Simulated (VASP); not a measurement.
# BeTe (b) (F-43m) in VASP: single point with PBE

Aim: the single point of BeTe (b) with PBE.

Everything below comes from runs of VASP 6.6.1. Logs are shortened: lines on timing, memory, paths and dates and some standing lists are left out, and cuts for length are marked.

### Step 1. The cell of the first run

It takes space group F-43m (No. 216, cubic). Conventional cell: a = 5.664 Å, b = 5.664 Å, c = 5.664 Å, α = 90.00°, β = 90.00°, γ = 90.00°. Be (site symmetry -43m) has 4 Te at 2.45 Å within 3.2 Å. Te (site symmetry -43m) has 4 Be at 2.45 Å within 3.2 Å.

### Step 2. Single point, PBE

The input, INCAR:

```
SYSTEM = BeTe
ALGO = Normal ; EDIFF = 1E-6
ENCUT = 600 ; GGA = PE
GGA_COMPAT = .False. ; ISIF = 2
ISMEAR = 0 ; LASPH = .True.
LCHARG = .False. ; LREAL = .False.
LWAVE = .False. ; NBANDS = 11
NELM = 120 ; PREC = Accurate
SIGMA = 0.02
```

The input, KPOINTS:

```
k-points
0
Gamma
  8 8 8
  0 0 0
```

The input, POSCAR:

```
BeTe
1.0
    0.0000000000      2.8321709638      2.8321709638
    2.8321709638      0.0000000000      2.8321709638
    2.8321709638      2.8321709638      0.0000000000
Be Te
1 1
Direct
    0.0000000000      0.0000000000      0.0000000000
    0.2500000000      0.2500000000      0.2500000000
```

Potentials or basis: VASP PAW PBE potentials, release 64 (Be, Te).

Run with:

```bash
> cat potpaw_PBE.64/Be/POTCAR potpaw_PBE.64/Te/POTCAR > POTCAR
> mpirun -np 1 vasp_std > vasp.out
```

OUTCAR:

```text
SYSTEM = BeTe
   EDIFF = 1E-6
   ENCUT = 600
   GGA = PE
   ISIF = 2
   ISMEAR = 0
   LASPH = .True.
   LREAL = .False.
   NELM = 120
   PREC = Accurate

 ion  position               nearest neighbor table
   1  0.000  0.000  0.000-   2 2.45   2 2.45   2 2.45   2 2.45
   2  0.250  0.250  0.250-   1 2.45   1 2.45   1 2.45   1 2.45

  LATTYP: Found a face centered cubic cell.
 ALAT       =     5.6643419276

  Lattice vectors:

 A1 = (   0.0000000000,   2.8321709638,   2.8321709638)
 A2 = (   2.8321709638,   0.0000000000,   2.8321709638)
 A3 = (   2.8321709638,   2.8321709638,   0.0000000000)

Analysis of symmetry for initial positions (statically):
=====================================================================
 Subroutine PRICEL returns:
 Original cell was already a primitive cell.

 Routine SETGRP: Setting up the symmetry group for a
 face centered cubic supercell.

 Subroutine GETGRP returns: Found 24 space group operations
 (whereof 24 operations were pure point group operations)
 out of a pool of 48 trial point group operations.

The static configuration has the point symmetry T_d .

Analysis of symmetry for dynamics (positions and initial velocities):
=====================================================================
 Subroutine PRICEL returns:
 Original cell was already a primitive cell.

 Routine SETGRP: Setting up the symmetry group for a
 face centered cubic supercell.

 Subroutine GETGRP returns: Found 24 space group operations
 (whereof 24 operations were pure point group operations)
 out of a pool of 48 trial point group operations.

The dynamic configuration has the point symmetry T_d .

 Subroutine INISYM returns: Found 24 space group operations
 (whereof 24 operations are pure point group operations),
 and found     1 'primitive' translations

----------------------------------------------------------------------------------------

                                     Primitive cell

  volume of cell :      45.4348

  direct lattice vectors                    reciprocal lattice vectors
     0.000000000  2.832170964  2.832170964    -0.176543015  0.176543015  0.176543015
     2.832170964  0.000000000  2.832170964     0.176543015 -0.176543015  0.176543015
     2.832170964  2.832170964  0.000000000     0.176543015  0.176543015 -0.176543015

  length of vectors
     4.005294588  4.005294588  4.005294588     0.305781471  0.305781471  0.305781471

  position of ions in fractional coordinates (direct lattice)
     0.000000000  0.000000000  0.000000000
     0.250000000  0.250000000  0.250000000

  ion indices of the primitive-cell ions
   primitive index   ion index
                 1           1
                 2           2

----------------------------------------------------------------------------------------

 KPOINTS: k-points

Automatic generation of k-mesh.
 Grid dimensions read from file:
 generate k-points for:    8    8    8

 Generating k-lattice:

  Cartesian coordinates                     Fractional coordinates (reciprocal lattice)
    -0.022067877  0.022067877  0.022067877     0.125000000  0.000000000  0.000000000
     0.022067877 -0.022067877  0.022067877     0.000000000  0.125000000  0.000000000
     0.022067877  0.022067877 -0.022067877     0.000000000  0.000000000  0.125000000

  Length of vectors
     0.038222684  0.038222684  0.038222684

  Shift w.r.t. Gamma in fractional coordinates (k-lattice)
     0.000000000  0.000000000  0.000000000

 Subroutine IBZKPT returns following result:
 ===========================================

 Found     29 irreducible k-points:

 Following reciprocal coordinates:
            Coordinates               Weight
  0.000000  0.000000  0.000000      1.000000
  0.125000  0.000000  0.000000      8.000000
  0.250000  0.000000  0.000000      8.000000
  0.375000  0.000000  0.000000      8.000000
  0.500000  0.000000  0.000000      4.000000
  0.125000  0.125000  0.000000      6.000000
[... 16 lines left out ...]
  0.500000  0.250000  0.125000     48.000000
 -0.375000  0.250000  0.125000     24.000000
 [... further k-points ...]
   k-points           NKPTS =     29   k-points in BZ     NKDIM =     29   number of bands    NBANDS=     11
   number of dos      NEDOS =    301   number of ions     NIONS =      2
   total plane-waves  NPLWV =  32768
   dimension x,y,z NGX =    32 NGY =   32 NGZ =   32
   dimension x,y,z NGXF=    64 NGYF=   64 NGZF=   64
   ions per type =               1   1
   NGX,Y,Z   is equivalent  to a cutoff of  13.28, 13.28, 13.28 a.u.
   NGXF,Y,Z  is equivalent  to a cutoff of  26.56, 26.56, 26.56 a.u.
 SYSTEM =  BeTe
   PREC   = accura    normal or accurate (medium, high low for compatibility)
   ISTART =      0    job   : 0-new  1-cont  2-samecut
   ICHARG =      2    charge: 1-file 2-atom 10-const
   ISPIN  =      1    spin polarized calculation?
   LNONCOLLINEAR =      F non collinear calculations
   LSORBIT =      F    spin-orbit coupling
   LASPH  =      T    aspherical Exc in radial PAW
   ENCUT  =  600.0 eV  44.10 Ry    6.64 a.u.   8.00  8.00  8.00*2*pi/ulx,y,z
   NELM   =    120;   NELMIN=  2; NELMDL= -5     # of ELM steps
   EDIFF  = 0.1E-05   stopping-criterion for ELM
   LREAL  =      F    real-space projection
   EDIFFG = 0.1E-04   stopping-criterion for IOM
   NSW    =      0    number of steps for IOM
   IBRION =     -1    ionic relax: 0-MD 1-quasi-New 2-CG
   NFREE  =      0    steps in history (QN), initial steepest desc. (CG)
   ISIF   =      2    stress and relaxation
   ISYM   =      2    0-nonsym 1-usesym 2-fastsym
   POTIM  = 0.5000    time-step for ionic-motion
   TEBEG  =    0.0;   TEEND  =   0.0 temperature during run
   PSTRESS=    0.0 pullay stress
   NELECT =       8.0000    total number of electrons
   NUPDOWN=      -1.0000    fix difference up-down
   EMIN   =  10.00;   EMAX   =-10.00  energy-range for DOS
   EFERMI =   0.00;   METHOD = LEGACY
   ISMEAR =     0;   SIGMA  =   0.02  broadening in eV -4-tet -1-fermi 0-gaus
   EFERMI_NEDOS =   21; number of points for ismear=-14 and -15
   IALGO  =     38    algorithm
   IMIX   =      4    mixing-type and parameters
     AMIX     =   0.40;   BMIX     =  1.00
     AMIX_MAG =   1.60;   BMIX_MAG =  1.00
  volume/ion in A,a.u.               =      22.72       153.30
  Fermi-wavevector in a.u.,A,eV,Ry     =   0.917576  1.733967 11.455366  0.841946
  Thomas-Fermi vector in A             =   2.042560
   LORBIT       =      0    0 simple, 1 ext, 2 COOP (PROOUT), +10 PAW based schemes
   GGA     = PE    functional components
   LHFCALC =     F    Hartree Fock is set to
   AEXX    =    0.0000 exact exchange contribution
   IVDW    =     0    specifies the selected vdW correction
   LEPSILON=     F    determine dielectric tensor
   LRPA    =     F    only Hartree local field effects (RPA)
 non-spin polarized calculation
 Gauss-broadening in eV      SIGMA  =   0.02
  energy-cutoff  :      600.00
  volume of cell :       45.43
 maximum number of plane-waves:      1540
   NGX = 15   NGY = 15   NGZ = 15

 number of electron       8.0000000 magnetization

 Free energy of the ion-electron system (eV)
  ---------------------------------------------------
  ext. energy  EPLUGINS =         0.00000000
  ---------------------------------------------------
  free energy    TOTEN  =        -7.62450693 eV

  energy without entropy =       -7.62450693  energy(sigma->0) =       -7.62450693

 E-fermi :   5.0283     XC(G=0):  -8.9879

 val. band max:        4.9054948147   @ k =   0.0000   0.0000   0.0000
 cond. band min:       6.9207373809   @ k =   0.5000   0.5000   0.0000
 fundamental gap:      2.0152425663
 Fermi energy:         5.0283301728

 k-point     1 :       0.0000    0.0000    0.0000
  band No.  band energies     occupation
      1      -7.2795      2.00000
      2       4.9055      2.00000
      3       4.9055      2.00000
      4       4.9055      2.00000
      5       8.5292      0.00000
      6       8.5292      0.00000
      7       8.5292      0.00000
      8       8.6021      0.00000
      9      13.1964      0.00000
     10      15.1142      0.00000
     11      15.1142      0.00000

 k-point     2 :       0.1250    0.0000    0.0000
  band No.  band energies     occupation
      1      -7.1355      2.00000
      2       3.6129      2.00000
      3       4.6776      2.00000
      4       4.6776      2.00000
      5       8.4132      0.00000
      6       8.8642      0.00000
      7       8.8642      0.00000
      8       9.9157      0.00000
      9      13.6222      0.00000
     10      14.2076      0.00000
     11      14.2076      0.00000

 k-point     3 :       0.2500    0.0000    0.0000
  band No.  band energies     occupation
      1      -6.7393      2.00000
      2       1.6449      2.00000
      3       4.2502      2.00000
      4       4.2502      2.00000
      5       8.1807      0.00000
      6       9.3872      0.00000
      7       9.3872      0.00000
      8      11.8474      0.00000
      9      13.9318      0.00000
     10      13.9318      0.00000
     11      13.9378      0.00000

 k-point     4 :       0.3750    0.0000    0.0000
  band No.  band energies     occupation
      1      -6.2376      2.00000
      2       0.0946      2.00000
      3       3.9201      2.00000
      4       3.9201      2.00000
      5       8.0001      0.00000
      6       9.5281      0.00000
      7       9.5281      0.00000
      8      12.7476      0.00000
      9      14.5879      0.00000
     10      14.9508      0.00000
     11      14.9508      0.00000
[... 239 lines left out ...]
 k-point    22 :       0.3750    0.2500    0.1250
  band No.  band energies     occupation
      1      -6.4122      2.00000
      2       1.3901      2.00000
      3       2.7119      2.00000
      4       3.7097      2.00000
      5       8.5063      0.00000
      6       9.6946      0.00000
      7      10.3070      0.00000
      8      11.1469      0.00000
      9      13.8988      0.00000
     10      15.4207      0.00000
     11      15.9563      0.00000

 k-point    23 :       0.5000    0.2500    0.1250
  band No.  band energies     occupation
      1      -5.9678      2.00000
      2       0.3642      2.00000
      3       2.1812      2.00000
      4       3.2665      2.00000
      5       8.9374      0.00000
      6       9.5742      0.00000
      7      10.7936      0.00000
      8      11.7789      0.00000
      9      14.7053      0.00000
     10      15.1626      0.00000
     11      17.0807      0.00000

 k-point    24 :      -0.3750    0.2500    0.1250
  band No.  band energies     occupation
      1      -5.7452      2.00000
      2      -0.1150      2.00000
      3       2.0710      2.00000
      4       3.0500      2.00000
      5       9.0879      0.00000
      6       9.2954      0.00000
      7      11.5184      0.00000
      8      12.6006      0.00000
      9      13.3798      0.00000
     10      16.4221      0.00000
     11      16.7603      0.00000

 [... further k-points ...]
[... 5 lines left out ...]
  --------------------------------------------------------------------------------------
  -------------------------------------------------------------------------------------
  Total        0.0341628      0.0341628      0.0341628      0.0000000     -0.0000000      0.0000000
  in kB        1.2046918      1.2046918      1.2046918      0.0000000     -0.0000000      0.0000000
  external PRESSURE =       1.2046918 kB  Pullay stress =       0.0000000 kB

 VOLUME and BASIS-vectors are now :
 -----------------------------------------------------------------------------
  energy-cutoff  :      600.00
  volume of cell :       45.43
      direct lattice vectors                 reciprocal lattice vectors
     0.000000000  2.832170964  2.832170964    -0.176543015  0.176543015  0.176543015
     2.832170964  0.000000000  2.832170964     0.176543015 -0.176543015  0.176543015
     2.832170964  2.832170964  0.000000000     0.176543015  0.176543015 -0.176543015

 POSITION                                       TOTAL-FORCE (eV/Angst)
 -----------------------------------------------------------------------------------
      0.00000      0.00000      0.00000         0.000000      0.000000      0.000000
      1.41609      1.41609      1.41609         0.000000     -0.000000     -0.000000
 -----------------------------------------------------------------------------------
    total drift:                                0.000000      0.000000      0.000000

  FREE ENERGIE OF THE ION-ELECTRON SYSTEM (eV)
  ---------------------------------------------------
  free  energy   TOTEN  =        -7.6245069284 eV

  energy  without entropy=       -7.6245069284  energy(sigma->0) =       -7.62450693
```

It took 9.4 s on 1 thread of AMD EPYC 9R45 (Zen 5), shared host; peak memory 0.15 GiB.

What came out:

```yaml
Free_energy: -7.6245 eV
Pressure: 0.1 GPa
Band_gap_on_the_k_mesh: 2.02 eV, indirect (least direct gap 3.62 eV)
```

Levels at points of the mesh, in eV from the valence-band top:
| k point | band 1 | band 2 | band 3 | band 4 | band 5 | band 6 | band 7 | band 8 |
| --- | --- | --- | --- | --- | --- | --- | --- | --- |
| (0.00, 0.00, 0.00) | -12.18 | 0.00 | 0.00 | 0.00 | 3.62 | 3.62 | 3.62 | 3.70 |
| (0.50, 0.00, 0.00) | -10.88 | -5.43 | -1.10 | -1.10 | 3.03 | 4.60 | 4.60 | 7.82 |
| (0.50, 0.50, 0.00) | -10.41 | -5.02 | -2.58 | -2.58 | 2.02 | 2.69 | 9.60 | 9.60 |

Caveat: spin-orbit coupling is left out, which moves the levels of the heavy elements. A k mesh can miss the band edges.
